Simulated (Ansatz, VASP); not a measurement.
**InAs in VASP and in Ansatz**

```
CELL_PARAMETERS angstrom
0.00000 2.89636 2.89636
2.89636 0.00000 2.89636
2.89636 2.89636 0.00000
ATOMIC_POSITIONS crystal
In 0.50000 0.50000 0.50000
As 0.00000 0.00000 0.00000
```

Alike in both runs: task single point; functional LDA; k mesh 8 × 8 × 8; occupations fermi-dirac, width 0.05 eV; no spin polarisation.

```csv
,VASP,Ansatz
version,VASP 6.6.1,Ansatz 0.2.0
potentials or method,"VASP PAW LDA potentials, release 64 (In_d, As)",Ansatz PAW
plane-wave cutoff (eV),520,420
valence electrons in the cell,18,28
```

```csv
,VASP,Ansatz,Ansatz less VASP
gap on the k mesh at the Fermi level (eV),none,none,-
pressure (GPa),-5.9,-6.0,-0.11
```

LDA's correlation is that of Perdew and Zunger in VASP and of Perdew and Wang (1992) in Ansatz. A gap of «none» marks a metal or a gap that the smearing closes. VASP's potentials hold 18 valence electrons a cell and Ansatz's 28, so a difference there can come from the potentials and not from the codes.
